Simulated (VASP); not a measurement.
A run of VASP 6.6.1 is set up as follows.

The input INCAR:

```
SYSTEM = MoS2
ALGO     = Normal         ! electronic algorithm
EDIFF    = 1E-6           ! SCF threshold, eV
ENCUT    = 500            ! plane-wave cutoff, eV
GGA      = PE             ! functional
GGA_COMPAT= .False.      
ISIF     = 2              ! what is computed and relaxed
ISMEAR   = -1             ! smearing method
LASPH    = .True.         ! aspherical terms in the spheres
LCHARG   = .False.        ! write CHGCAR
LMAXMIX  = 4              ! l up to which the mixer works
LORBIT   = 11             ! projections on sites
LORBMOM  = .True.       
LREAL    = .False.        ! projectors in reciprocal space
LSORBIT  = .True.         ! spin-orbit coupling
LWAVE    = .False.        ! write WAVECAR
MAGMOM   = 0 0 0 0 0 0 0 0 0 ! initial moments
NBANDS   = 39             ! bands
NELM     = 200            ! most SCF steps
PREC     = Accurate       ! precision mode
SIGMA    = 0.02           ! smearing width, eV
```

KPOINTS

```
k-points
0
Gamma
  10 10 10
  0 0 0
```

File POSCAR:

```
MoS2
1.0
    1.5875903429      0.9165957119      6.1939280739
   -1.5875903429      0.9165957119      6.1939280739
    0.0000000000     -1.8331914237      6.1939280739
Mo S
1 2
Direct
    0.0000965174      0.0000965174      0.0000965174
    0.2497906778      0.2497906778      0.2497906778
    0.4171128049      0.4171128049      0.4171128049
```

Potentials or basis: VASP PAW PBE potentials, release 64 (Mo_sv, S).

Run with:

```bash
$ cat potpaw_PBE.64/Mo_sv/POTCAR potpaw_PBE.64/S/POTCAR > POTCAR
$ mpirun -np 1 vasp_ncl > vasp.out
```

Task: Estimate the largest force.

Result: 0.100 eV/Å.

Task: Predict the net moment.

Result: 0.00 μB per cell.

Task: What does it give for the pressure?

Result: 2.3 GPa.

Forces on the atoms (eV/Å):
```
Mo   0.000  0.000  0.001
S    0.000  0.000 -0.100
S    0.000  0.000  0.099
```
